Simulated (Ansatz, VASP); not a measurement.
# Two plane-wave programs on Al2Ru

File INCAR:

```
SYSTEM = Al2Ru
ALGO = Normal ; EDIFF = 1E-6
ENCUT = 520 ; GGA = PS
ISIF = 2 ; ISMEAR = 0
LASPH = .TRUE. ; LCHARG = .TRUE.
LELF = .TRUE. ; LREAL = .FALSE.
LVHAR = .TRUE. ; LWAVE = .FALSE.
NBANDS = 29 ; NELM = 60
PREC = Accurate ; SIGMA = 0.03
```

The input KPOINTS:

```
k-points
0
G
  10 10 10
  0 0 0
```

The input POSCAR:

```
Al2Ru
1.0
    0.0000000000      4.1072774818      4.3193031585
    2.4210861652      0.0000000000      4.3193031585
    2.4210861652      4.1072774818      0.0000000000
Al Ru
4 2
Direct
    0.0789481736      0.4210518264      0.0789481736
    0.4210518264      0.0789481736      0.4210518264
    0.1710518264      0.8289481736      0.1710518264
    0.8289481736      0.1710518264      0.8289481736
    0.7500000000      0.7500000000      0.7500000000
    0.5000000000      0.5000000000      0.5000000000
```

Input for Ansatz:

```yaml
crystal:
  lattice:
    - [0.0, 4.1072774818, 4.3193031585]
    - [2.4210861652, 0.0, 4.3193031585]
    - [2.4210861652, 4.1072774818, 0.0]
  atoms:
    - { symbol: Al, position: [0.0789481736, 0.4210518264, 0.0789481736] }
    - { symbol: Al, position: [0.4210518264, 0.0789481736, 0.4210518264] }
    - { symbol: Al, position: [0.1710518264, 0.8289481736, 0.1710518264] }
    - { symbol: Al, position: [0.8289481736, 0.1710518264, 0.8289481736] }
    - { symbol: Ru, position: [0.75, 0.75, 0.75] }
    - { symbol: Ru, position: [0.5, 0.5, 0.5] }
basis:
  ecutwfc: 420
kpoints:
  mp_grid: { grid: [10, 10, 10] }
hamiltonian:
  xc: pbesol
scf:
  occupations: { method: gaussian, width: 0.03 }
output:
  forces: true
  stress: true
  eigenvalues: true
```

Change from the starting cell: strain +0.030 along x and y, -0.015 along z, atoms carried along.

Alike in both runs: task single point; functional PBEsol; k mesh 10 × 10 × 10; occupations gaussian, width 0.03 eV; no spin polarisation.

```csv
,VASP,Ansatz
version,VASP 6.6.1,Ansatz 0.2.0
potentials or method,"VASP PAW PBE potentials, release 64 (Al, Ru_pv), cutoff 520 eV","scalar-relativistic, plane waves, PAW"
valence electrons in the cell,40,44
```

```tsv
	VASP	Ansatz	Ansatz less VASP
gap on the k mesh at the Fermi level (eV)	0.30	0.30	+0.001
least direct gap on the mesh (eV)	1.14	1.14	+0.001
pressure (GPa)	-6.3	-6.3	-0.08
traceless stress, the component that is largest in VASP (GPa)	6.74	6.69	-0.048
rms of the force components (eV/Å)	0.088	0.088	0.0000
```

VASP's potentials were made for PBE, not for PBEsol. Atom by atom the forces differ by 0.000 eV/Å (rms over components). With one functional, cell and mesh, what is left measures potentials, basis and numerics. VASP's potentials hold 40 valence electrons a cell and Ansatz's 44, so a difference there can come from the potentials and not from the codes.
